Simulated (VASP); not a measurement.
Wanted: the native input for a VASP 6.6.1 run.

```yaml
Task: relaxation of cell and atoms
Functional: PBE
Potentials_or_basis: VASP PAW PBE potentials, release 64 (In_d, Te)
Cutoff: 600 eV
k_mesh: 8 × 8 × 8
Occupations: gaussian, width 0.1 eV
Spin: no spin polarisation
Dipole_correction: no
Further_INCAR_settings: ALGO = Normal; EDIFF = 1e-07; IBRION = 2; EDIFFG = -0.01; NSW = 100; ISIF = 3
```

The structure of InTe4 lies in POSCAR:

```
InTe4
1.0
   -3.5230574042      3.5230574042      3.5230574042
    3.5230574042     -3.5230574042      3.5230574042
    3.5230574042      3.5230574042     -3.5230574042
In Te
1 4
Direct
    0.0000000000      0.0000000000      0.0000000000
    0.5000000000      0.5000000000      0.5000000000
    0.5000000000      0.0000000000      0.0000000000
    0.0000000000      0.0000000000      0.5000000000
    0.0000000000      0.5000000000      0.0000000000
```

The cell was generated, and may not be a known phase.

One way to write it, as run:

INCAR

```
SYSTEM = InTe4
  PREC = Accurate
  ENCUT = 600
  EDIFF = 1E-7
  ISMEAR = 0
  SIGMA = 0.1
  LREAL = .FALSE.
  LASPH = .TRUE.
  NELM = 100
  ALGO = Normal
  ISIF = 3
  LWAVE = .FALSE.
  LCHARG = .FALSE.
  GGA = PE
  IBRION = 2
  NSW = 100
  EDIFFG = -0.01
```

KPOINTS

```
regular mesh
0
G
  8 8 8
  0 0 0
```

Potentials or basis: VASP PAW PBE potentials, release 64 (In_d, Te).

Run with:

```console
$ cat potpaw_PBE.64/In_d/POTCAR potpaw_PBE.64/Te/POTCAR > POTCAR
$ mpirun -np 1 vasp_std > vasp.out
```

It gave:

The relaxed volume is 34.79 Å³/atom and the relaxed cell is a = 6.091 Å, b = 6.091 Å, c = 6.091 Å, α = 109.47°, β = 109.47°, γ = 109.47°. The space group after relaxing (to 0.1 Å) is Im-3m (No. 229) and the energy gained by relaxing is 0.1 meV/atom. The ionic steps are 3. The pressure after relaxing is 0.0 GPa and the band gap on the k mesh is zero (an odd number of electrons rules out a gap without spin polarisation).

Caveat: spin-orbit coupling is left out, which moves the levels of the heavy elements.

Wall time 9.6 min on 1 thread of Intel Xeon 8259CL (shared host), peak memory 0.45 GiB.
